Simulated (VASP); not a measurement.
Set up this calculation in VASP 6.6.1, as the native input.

```yaml
Task: relaxation of cell and atoms
Functional: PBE
Potentials_or_basis: VASP PAW PBE potentials, release 64 (Nd_3, Tl_d, P), 4f in core
Cutoff: 500 eV
k_mesh: 4 × 4 × 2
Occupations: gaussian, width 0.2 eV
Spin: no spin polarisation
Dipole_correction: no
Further_INCAR_settings: ALGO = Normal; EDIFF = 1e-07; IBRION = 2; EDIFFG = -0.08; NSW = 36; ISIF = 3
```

The structure of NdTl2P3 lies in POSCAR:

```
NdTl2P3
1.0
    4.8851676600      0.0000000000      0.0000000000
   -2.4425838300      4.2306793000      0.0000000000
    0.0000000000      0.0000000000      8.7595331500
Nd Tl P
1 2 3
Direct
    0.0000000000      0.0000000000      0.5000000000
    0.0000000000      0.0000000000      0.2024560400
    0.0000000000      0.0000000000      0.7975439600
    0.3333333300      0.6666666700      0.5000000000
    0.6666666700      0.3333333300      0.5000000000
    0.0000000000      0.0000000000      0.0000000000
```

The cell was generated, and may not be a known phase.

The input as run:

INCAR

```
PREC = Accurate ; ENCUT = 500
EDIFF = 1E-7 ; ISMEAR = 0
SIGMA = 0.2 ; LREAL = F
LASPH = T ; NELM = 200
ALGO = Normal ; ISIF = 3
LWAVE = F ; LCHARG = F
GGA = PE ; IBRION = 2
NSW = 36 ; EDIFFG = -0.08
GGA_COMPAT = F ; NELMIN = 4
LMAXMIX = 6
```

KPOINTS

```
Automatic mesh
0
Gamma
  4 4 2
```

Potentials or basis: VASP PAW PBE potentials, release 64 (Nd_3, Tl_d, P), 4f in core.

Command:

```bash
$ cat potpaw_PBE.64/Nd_3/POTCAR potpaw_PBE.64/Tl_d/POTCAR potpaw_PBE.64/P/POTCAR > POTCAR
$ mpirun -np 1 vasp_std > vasp.out
```

Results of the run:

```
Relaxed volume                        : 41.48 Å³/atom
Relaxed cell                          : a = 4.966 Å, b = 4.966 Å, c = 11.655 Å, α = 90.00°, β = 90.00°, γ = 120.00°
Space group after relaxing (to 0.1 Å) : P6/mmm (No. 191)
Energy gained by relaxing             : 2307.5 meV/atom
Ionic steps                           : 28
Pressure after relaxing               : 0.1 GPa
Largest force after relaxing          : 0.005 eV/Å
Band gap on the k mesh                : zero (bands 26 and 27 overlap by 1.34 eV)
```

Caveat: the k points lie up to 0.37 Å⁻¹ apart in the final cell, too coarse for converged energies and pressures of a metal; the volume moved by over 15 % at a fixed basis, so the end points are rough; spin-orbit coupling is left out, which moves the levels of the heavy elements; the 4f electrons are frozen in the core, so they carry no moment and show no levels.

It took 15 min on 1 thread of AMD EPYC 9R45 96-Core Processor (Zen 5), on a shared host, peak memory 0.29 GiB.
